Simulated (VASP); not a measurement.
# AlBH (Cmcm) in VASP: single point with PBEsol

Aim: the single point of AlBH with PBEsol.

Program: VASP 6.6.1. These are calculated values, not measurements. Logs are shortened: lines on timing, memory, paths and dates and some standing lists are left out, and cuts for length are marked.

## (1) The cell of the first run

It takes space group Cmcm (No. 63, orthorhombic). The conventional cell has a = 2.889 Å, b = 12.550 Å, c = 2.800 Å, α = 90.00°, β = 90.00°, γ = 90.00°. Within 2.8 Å of H (site symmetry m2m) lie 6 B at 2.12 to 2.14 Å and 5 Al at 2.44 to 2.64 Å and 4 H at 2.66 to 2.80 Å. Within 2.7 Å of Al (site symmetry m2m) lie 1 B at 2.06 Å and 4 Al at 2.38 Å and 5 H at 2.44 to 2.64 Å. Within 2.2 Å of B (site symmetry m2m) lie 2 B at 1.66 Å and 1 Al at 2.06 Å and 6 H at 2.12 to 2.14 Å.

## (2) Single point, PBEsol

The input, INCAR:

```
SYSTEM = AlBH
ALGO = Normal
EDIFF = 1E-6
ENCUT = 520
GGA = PS
ISIF = 2
ISMEAR = 1
LASPH = .TRUE.
LCHARG = .FALSE.
LREAL = .FALSE.
LWAVE = .FALSE.
NBANDS = 16
NELM = 80
PREC = Accurate
SIGMA = 0.0343
```

The input, KPOINTS:

```
k-points
0
G
  8 8 8
  0 0 0
```

The input, POSCAR:

```
AlBH
1.0
    2.8894420000      0.0000000000      0.0000000000
    1.4447210000     -6.2750330000      0.0000000000
    0.0000000000      0.0000000000     -2.7995530000
H Al B
2 2 2
Direct
    0.9100200000      0.1799600000      0.7500000000
    0.0899800000      0.8200400000      0.2500000000
    0.3005800000      0.3988400000      0.2500000000
    0.6994200000      0.6011600000      0.7500000000
    0.4645000000      0.0710000000      0.2500000000
    0.5355000000      0.9290000000      0.7500000000
```

Potentials or basis: VASP PAW PBE potentials, release 64 (H, Al, B).

Launch:

```console
cat potpaw_PBE.64/H/POTCAR potpaw_PBE.64/Al/POTCAR potpaw_PBE.64/B/POTCAR > POTCAR
mpirun -np 1 vasp_std > vasp.out
```

OUTCAR:

```text
SYSTEM = AlBH
   EDIFF = 1E-6
   ENCUT = 520
   GGA = PS
   ISIF = 2
   ISMEAR = 1
   LASPH = .TRUE.
   LREAL = .FALSE.
   NELM = 80
   PREC = Accurate

 ion  position               nearest neighbor table
   1  0.910  0.180  0.750-
   2  0.090  0.820  0.250-
   3  0.301  0.399  0.250-   5 2.06   4 2.38   4 2.38   4 2.38   4 2.38
   4  0.699  0.601  0.750-   6 2.06   3 2.38   3 2.38   3 2.38   3 2.38
   5  0.465  0.071  0.250-   6 1.66   6 1.66   3 2.06
   6  0.535  0.929  0.750-   5 1.66   5 1.66   4 2.06

  LATTYP: Found a base centered orthorhombic cell.
 ALAT       =     2.8894420000
 B/A-ratio  =     4.3434220171
 C/A-ratio  =     0.9688905332

  Lattice vectors:

 A1 = (   1.4447210000,   6.2750330000,   0.0000000000)
 A2 = (   1.4447210000,  -6.2750330000,   0.0000000000)
 A3 = (   0.0000000000,   0.0000000000,  -2.7995530000)

Analysis of symmetry for initial positions (statically):
=====================================================================
 Subroutine PRICEL returns:
 Original cell was already a primitive cell.

 Routine SETGRP: Setting up the symmetry group for a
 base centered orthorhombic supercell.

 Subroutine GETGRP returns: Found  8 space group operations
 (whereof  4 operations were pure point group operations)
 out of a pool of  8 trial point group operations.

The static configuration has the point symmetry C_2h.
 The point group associated with its full space group is D_2h.

Analysis of symmetry for dynamics (positions and initial velocities):
=====================================================================
 Subroutine PRICEL returns:
 Original cell was already a primitive cell.

 Routine SETGRP: Setting up the symmetry group for a
 base centered orthorhombic supercell.

 Subroutine GETGRP returns: Found  8 space group operations
 (whereof  4 operations were pure point group operations)
 out of a pool of  8 trial point group operations.

The dynamic configuration has the point symmetry C_2h.
 The point group associated with its full space group is D_2h.

 Subroutine INISYM returns: Found  8 space group operations
 (whereof  4 operations are pure point group operations),
 and found     1 'primitive' translations

[... 92 lines left out ...]
 SYSTEM =  AlBH
   PREC   = accura    normal or accurate (medium, high low for compatibility)
   ISTART =      0    job   : 0-new  1-cont  2-samecut
   ICHARG =      2    charge: 1-file 2-atom 10-const
   ISPIN  =      1    spin polarized calculation?
   LNONCOLLINEAR =      F non collinear calculations
   LSORBIT =      F    spin-orbit coupling
   LASPH  =      T    aspherical Exc in radial PAW
   ENCUT  =  520.0 eV  38.22 Ry    6.18 a.u.   5.37 11.97  5.21*2*pi/ulx,y,z
   NELM   =     80;   NELMIN=  2; NELMDL= -5     # of ELM steps
   EDIFF  = 0.1E-05   stopping-criterion for ELM
   LREAL  =      F    real-space projection
[... 7 lines left out ...]
   TEBEG  =    0.0;   TEEND  =   0.0 temperature during run
   PSTRESS=    0.0 pullay stress
   NELECT =      14.0000    total number of electrons
   NUPDOWN=      -1.0000    fix difference up-down
   EMIN   =  10.00;   EMAX   =-10.00  energy-range for DOS
   EFERMI =   0.00;   METHOD = LEGACY
   ISMEAR =     1;   SIGMA  =   0.03  broadening in eV -4-tet -1-fermi 0-gaus
   EFERMI_NEDOS =   21; number of points for ismear=-14 and -15
   IALGO  =     38    algorithm
   IMIX   =      4    mixing-type and parameters
     AMIX     =   0.40;   BMIX     =  1.00
     AMIX_MAG =   1.60;   BMIX_MAG =  1.00
  volume/ion in A,a.u.               =       8.46        57.09
  Fermi-wavevector in a.u.,A,eV,Ry     =   1.065642  2.013771 15.450676  1.135593
  Thomas-Fermi vector in A             =   2.201200
   LORBIT       =      0    0 simple, 1 ext, 2 COOP (PROOUT), +10 PAW based schemes
   GGA     = PS    functional components
   LHFCALC =     F    Hartree Fock is set to
   AEXX    =    0.0000 exact exchange contribution
   IVDW    =     0    specifies the selected vdW correction
   LEPSILON=     F    determine dielectric tensor
   LRPA    =     F    only Hartree local field effects (RPA)
 non-spin polarized calculation
 Methfessel and Paxton  Order N= 1 SIGMA  =   0.03
  energy-cutoff  :      520.00
  volume of cell :       50.76
 maximum number of plane-waves:      1391
 NGX is ok and might be reduce to    24
   NGX = 11   NGY = 23   NGZ = 11

 number of electron      14.0000000 magnetization

 Free energy of the ion-electron system (eV)
  ---------------------------------------------------
  ext. energy  EPLUGINS =         0.00000000
  ---------------------------------------------------
  free energy    TOTEN  =       -22.68431480 eV

  energy without entropy =      -22.68382858  energy(sigma->0) =      -22.68415273

 E-fermi :   6.8297     XC(G=0): -11.0081

 val. band max:        6.8293251349   @ k =  -0.1250   0.3750   0.2500
 cond. band min:       6.8394492059   @ k =  -0.3750   0.2500   0.3750
 fundamental gap:      0.0101240710
 Fermi energy:         6.8296754611

 k-point     1 :       0.0000    0.0000    0.0000
  band No.  band energies     occupation
      1      -6.1493      2.00000
      2      -3.0278      2.00000
      3      -2.2908      2.00000
      4       5.9432      2.00000
      5       6.6161      2.00000
      6       8.0322      0.00000
[... 433 lines left out ...]
      3      -0.4634      2.00000
      4       3.2311      2.00000
      5       4.7886      2.00000
      6       5.7831      2.00000
[... 8 lines left out ...]
     15      17.9007      0.00000
     16      18.2779      0.00000

 [... further k-points ...]
[... 5 lines left out ...]
  --------------------------------------------------------------------------------------
  -------------------------------------------------------------------------------------
  Total        4.8424799      7.7554442      9.0645894      0.0000000      0.0000000      0.0000000
  in kB      152.8479852    244.7927613    286.1146063      0.0000000      0.0000000      0.0000000
  external PRESSURE =     227.9184509 kB  Pullay stress =       0.0000000 kB

 VOLUME and BASIS-vectors are now :
 -----------------------------------------------------------------------------
  energy-cutoff  :      520.00
  volume of cell :       50.76
      direct lattice vectors                 reciprocal lattice vectors
     2.889442000  0.000000000  0.000000000     0.346087584  0.079680856  0.000000000
     1.444721000 -6.275033000  0.000000000     0.000000000 -0.159361712  0.000000000
     0.000000000  0.000000000 -2.799553000     0.000000000  0.000000000 -0.357199882

 POSITION                                       TOTAL-FORCE (eV/Angst)
 -----------------------------------------------------------------------------------
      2.88944     -1.12925     -2.09966        -0.000000      0.206891     -0.000000
      1.44472     -5.14578     -0.69989         0.000000     -0.206891     -0.000000
      1.44472     -2.50273     -0.69989         0.000000      3.031197      0.000000
      2.88944     -3.77230     -2.09966        -0.000000     -3.031197     -0.000000
      1.44472     -0.44553     -0.69989         0.000000      1.238560     -0.000000
      2.88944     -5.82951     -2.09966        -0.000000     -1.238560      0.000000
 -----------------------------------------------------------------------------------
    total drift:                                0.000000      0.000000      0.000000

  FREE ENERGIE OF THE ION-ELECTRON SYSTEM (eV)
  ---------------------------------------------------
  free  energy   TOTEN  =       -22.6843147998 eV

  energy  without entropy=      -22.6838285804  energy(sigma->0) =      -22.68415273
```

stdout:

```text
POSCAR found type information on POSCAR H AlB
 POSCAR found :  3 types and       6 ions
 scaLAPACK will be used
 -----------------------------------------------------------------------------
|                                                                             |
|                                                                             |
|     You enforced a specific xc type in the INCAR file but a different       |
|     I HOPE YOU KNOW WHAT YOU ARE DOING!                                     |
|                                                                             |
 -----------------------------------------------------------------------------

 LDA part: xc-table for (Slater+PW92), standard interpolation
 POSCAR, INCAR and KPOINTS ok, starting setup
 FFT: planning ... GRIDC
 FFT: planning ... GRID_SOFT
 FFT: planning ... GRID
 WAVECAR not read
 entering main loop
```

Wall time 41 s (1 thread of Intel Xeon Platinum 8488C (Sapphire Rapids), shared host); peak memory 0.22 GiB.

What came out:

```yaml
Free_energy: -22.6843 eV
Pressure: 22.8 GPa
Largest_force: 3.031 eV/Å
Band_gap_on_the_k_mesh: zero (band 7 reaches 10.13 eV, above the bottom of band 8 at 4.71 eV)
```

Forces in eV/Å, atoms in the order of the input:
```
H    0.000  0.207  0.000
H    0.000 -0.207  0.000
Al   0.000  3.031  0.000
Al   0.000 -3.031  0.000
B    0.000  1.239  0.000
B    0.000 -1.239  0.000
```

Stress tensor (GPa, compression positive):
```
15.28  0.00  0.00
 0.00 24.48  0.00
 0.00  0.00 28.61
```

Levels at points of the mesh, in eV from the Fermi level:
| k point | band 3 | band 4 | band 5 | band 6 | band 7 | band 8 | band 9 | band 10 | band 11 | band 12 |
| --- | --- | --- | --- | --- | --- | --- | --- | --- | --- | --- |
| (0.00, 0.00, 0.00) | -9.12 | -0.89 | -0.21 | 1.20 | 1.21 | 3.56 | 3.78 | 4.35 | 4.67 | 5.92 |
| (0.50, 0.00, 0.00) | -7.05 | -6.54 | -3.79 | -3.43 | 0.26 | 0.55 | 2.35 | 6.40 | 7.44 | 7.47 |
| (0.00, 0.50, 0.00) | -6.04 | -4.59 | -0.20 | 1.13 | 3.31 | 3.77 | 4.35 | 4.93 | 4.98 | 5.52 |
| (0.00, 0.00, 0.50) | -5.80 | -5.80 | -4.65 | -4.65 | 2.02 | 2.02 | 4.97 | 4.97 | 5.74 | 5.74 |
| (0.50, 0.00, 0.50) | -4.09 | -4.09 | -3.14 | -3.14 | -2.12 | -2.12 | -0.24 | -0.24 | 1.82 | 1.82 |
| (0.00, 0.50, 0.50) | -7.11 | -7.11 | -2.37 | -2.37 | -0.21 | -0.21 | 4.92 | 4.92 | 6.40 | 6.40 |

Caveat: the PAW data sets were made with another functional, which shifts forces and pressure a little.
